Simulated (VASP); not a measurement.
Runs of VASP 6.6.1 on MgS. The structure is that of space group F-43m (No. 216), or close to it. The cells are those of the table. 

```csv
level,cell,k mesh,cutoff (eV),smearing,gap on the mesh (eV),pressure (GPa)
PBE+D3(BJ),"a = 3.709 Å, angles 60.0°, 2 atoms",8 × 8 × 8,600,gaussian 0.1 eV,3.59,19.3
PBE,"a = 4.007 Å, angles 60.0°, 2 atoms",8 × 8 × 8,520,gaussian 0.1 eV,3.45,0.8
PBE+D3(BJ),"a = 3.904 Å, angles 60.0°, 2 atoms",2 × 2 × 2,600,methfessel-paxton 0.0680285 eV,3.65,(c)
PBE+D4,"a = 4.007 Å, angles 60.0°, 2 atoms",8 × 8 × 8,600,gaussian 0.1 eV,3.45,(b)
RPBE,"a = 4.007 Å, angles 60.0°, 2 atoms","2 × 2 × 2, shifted",600,gaussian 0.01 eV,4.05,4.5
PBE,"a = 4.007 Å, angles 60.0°, 2 atoms",8 × 8 × 8,600,gaussian 0.1 eV,3.45,0.8
PBE,"a = 4.007 Å, angles 60.0°, 2 atoms",4 × 4 × 4,600,gaussian 0.1 eV,3.44,0.9
PBEsol,"a = 4.007 Å, angles 60.0°, 2 atoms",8 × 8 × 8,600,gaussian 0.1 eV,3.29,-0.5
r2SCAN+D3(BJ),"a = 4.007 Å, angles 60.0°, 2 atoms",5 × 5 × 5,660,methfessel-paxton 0.54 eV,4.12,-1.4
PBE,"a = 4.246 Å, angles 60.0°, 2 atoms",4 × 4 × 4,600,gaussian 0.1 eV,2.63,-6.4
PBE,"a = 3.820 Å, angles 60.0°, 2 atoms",8 × 8 × 8,600,gaussian 0.01 eV,(a),12.0
BLYP,"a = 4.007 Å, angles 60.0°, 2 atoms",8 × 8 × 8,600,methfessel-paxton 0.272114 eV,3.59,2.3
```

Alike in all rows: task single point; potentials or basis VASP PAW PBE potentials, release 64 (Mg, S); no spin polarisation.

Estimate the missing entries.

(a) 3.73; (b) -1.0; (c) 7.5.

Caveats: some runs use coarse meshes; the PAW data sets were made with another functional, which shifts forces and pressure a little (some runs).

A k mesh can miss the band edges.
